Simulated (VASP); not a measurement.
Wanted: the native input for a VASP 6.6.1 run.

* Task: single point
* Functional: PBE
* Potentials or basis: VASP PAW PBE potentials, release 64 (Mg_sv, C)
* Cutoff: 840 eV
* k mesh: 6 × 6 × 4
* Occupations: gaussian, width 0.1 eV
* Spin: no spin polarisation
* Dipole correction: no
* Further INCAR settings: ALGO = Normal; EDIFF = 1e-06; NBANDS = 22

The structure of MgC lies in POSCAR:

```
MgC
1.0
    3.4967814579      0.0000000000      0.0000000000
    0.0000000000      2.6184172815      0.0000000000
   -1.1072884609      0.0000000000      5.6085771753
Mg C
2 2
Direct
    0.1257495862      0.7500000000      0.2712906835
    0.8742504138      0.2500000000      0.7287093165
    0.5545804953      0.7500000000      0.9540467269
    0.4454195047      0.2500000000      0.0459532731
```

The input as run:

INCAR

```
SYSTEM = MgC
PREC = Accurate
ENCUT = 840
EDIFF = 1E-6
ISMEAR = 0
SIGMA = 0.1
LREAL = .False.
LASPH = .True.
NELM = 120
ALGO = Normal
ISIF = 2
LWAVE = .False.
LCHARG = .False.
GGA = PE
NBANDS = 22
GGA_COMPAT = .False.
```

KPOINTS

```
Automatic mesh
0
Gamma
  6 6 4
  0 0 0
```

Potentials or basis: VASP PAW PBE potentials, release 64 (Mg_sv, C).

Run with:

```console
$ cat potpaw_PBE.64/Mg_sv/POTCAR potpaw_PBE.64/C/POTCAR > POTCAR
$ mpirun -np 1 vasp_std > vasp.out
```

It gave:

The pressure is 0.0 GPa. The largest force is 0.170 eV/Å and the band gap on the k mesh is zero (bands 14 and 15 overlap by 0.24 eV).

Caveat: the k points lie up to 0.40 Å⁻¹ apart.

Run time: 90 s on 1 thread of Intel(R) Xeon(R) 6975P-C (Granite Rapids) (shared host), peak memory 0.27 GiB.
